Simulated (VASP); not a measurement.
Write the native input for VASP 6.6.1 that does the following.

* Task: single point
* Functional: PBE
* Potentials or basis: VASP PAW PBE potentials, release 64 (Ca_sv, Co, C, N)
* Cutoff: 520 eV
* k mesh: 4 × 4 × 4
* Occupations: gaussian, width 0.02 eV
* Spin: collinear spin, ferromagnetic start
* Starting moments: [0.0, 2.5, 0.0, 0.0, 0.0, 0.0, 0.0, 0.0, 0.0, 0.0] μB
* Dipole correction: no
* Further INCAR settings: ALGO = Normal; EDIFF = 1e-07; NBANDS = 42

The structure of CaCoC4N4 lies in POSCAR:

```
CaCoC4N4
1.0
    6.4574537411      0.0000000000      0.0000000000
    0.0000000000      6.4574537411      0.0000000000
    0.0000000000      0.0000000000      6.4574537411
Ca Co C N
1 1 4 4
Direct
    0.0000000000      0.0000000000      0.0000000000
    0.5000000000      0.5000000000      0.5000000000
    0.2237856000      0.2237856000      0.2237856000
    0.2237856000      0.7762144000      0.7762144000
    0.7762144000      0.2237856000      0.7762144000
    0.7762144000      0.7762144000      0.2237856000
    0.3284001019      0.3284001019      0.3284001019
    0.3284001019      0.6715998981      0.6715998981
    0.6715998981      0.3284001019      0.6715998981
    0.6715998981      0.6715998981      0.3284001019
```

The input as run:

INCAR

```
PREC = Accurate
ENCUT = 520
EDIFF = 1E-7
ISMEAR = 0
SIGMA = 0.02
LREAL = F
LASPH = T
NELM = 150
ALGO = Normal
ISIF = 2
LWAVE = F
LCHARG = F
ISPIN = 2
MAGMOM = 0 2.5 0 0 0 0 0 0 0 0
LORBIT = 11
LMAXMIX = 4
GGA = PE
NBANDS = 42
```

KPOINTS

```
Automatic mesh
0
Gamma
  4 4 4
```

Potentials or basis: VASP PAW PBE potentials, release 64 (Ca_sv, Co, C, N).

Launch:

```console
$ cat potpaw_PBE.64/Ca_sv/POTCAR potpaw_PBE.64/Co/POTCAR potpaw_PBE.64/C/POTCAR potpaw_PBE.64/N/POTCAR > POTCAR
$ mpirun -np 1 vasp_std > vasp.out
```

It gave:

```yaml
Pressure: 0.3 GPa
Largest_force: 0.384 eV/Å
Band_gap_on_the_k_mesh: 1.53 eV, direct
Net_moment: 3.00 μB per cell
Site_moments: Ca +0.00; Co +2.47; C +0.03; N +0.04 μB
Valence_electrons_inside_the_program's_atomic_spheres: Ca 8.09; Co 8.05; C 2.57; N 3.90
```

Caveat: a cell with one magnetic atom can't hold antiferromagnetic order, which such compounds often take.

Run time: 6.4 min on 1 thread of AMD EPYC 7R43 64-Core Processor (Zen 3) (shared host), peak memory 0.46 GiB.
